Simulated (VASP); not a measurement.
AlN: single point with PBE

The system is AlN.

```
Al N
1.0
     3.11300    0.00000    0.00000
    -1.55650    2.69594    0.00000
     0.00000    0.00000    4.98100
Al N
2 2
Direct
  0.66667 0.33333 0.50000
  0.33333 0.66667 0.00000
  0.66667 0.33333 0.88000
  0.33333 0.66667 0.38000
```

```json
{
  "Program": "VASP 6.6.1",
  "Task": "single point",
  "Functional": "PBE",
  "Potentials or basis": "VASP PAW PBE potentials, release 64 (Al, N)",
  "Cutoff": "520 eV",
  "k mesh": "10 × 10 × 6",
  "Occupations": "gaussian, width 0.016 eV",
  "Spin": "no spin polarisation",
  "Dipole correction": "no",
  "Further INCAR settings": "ALGO = Normal; EDIFF = 1e-06; NBANDS = 16"
}
```

The pressure is 3.5 GPa, the largest force is 0.129 eV/Å and the band gap on the k mesh is 4.22 eV.

Forces in eV/Å, atoms in the order of the input:
```
Al   0.000  0.000 -0.129
Al   0.000  0.000 -0.129
N    0.000  0.000  0.129
N    0.000  0.000  0.129
```

Stress tensor (GPa, compression positive):
```
2.91 0.00 0.00
0.00 2.91 0.00
0.00 0.00 4.57
```

Levels at points of the mesh, in eV from the valence-band top:
```csv
k point,band 4,band 5,band 6,band 7,band 8,band 9,band 10,band 11,band 12,band 13
"(0.00, 0.00, 0.00)",-0.83,-0.83,-0.18,-0.18,0.00,4.22,6.66,10.62,11.17,11.17
"(0.50, 0.00, 0.00)",-4.13,-3.33,-2.06,-1.77,-0.66,5.82,5.83,8.20,10.30,10.91
"(0.00, 0.00, 0.50)",-3.31,-0.51,-0.51,-0.51,-0.51,6.47,6.47,10.34,10.34,11.48
"(0.50, 0.00, 0.50)",-5.57,-1.43,-1.43,-1.35,-1.35,5.33,5.33,9.29,9.29,11.83
```

Wall time 42 s on 1 thread of Intel Xeon 8259CL, with other jobs on the host, peak memory 0.17 GiB.

Caveat: the cell stands under pressure. A k mesh can miss the band edges.
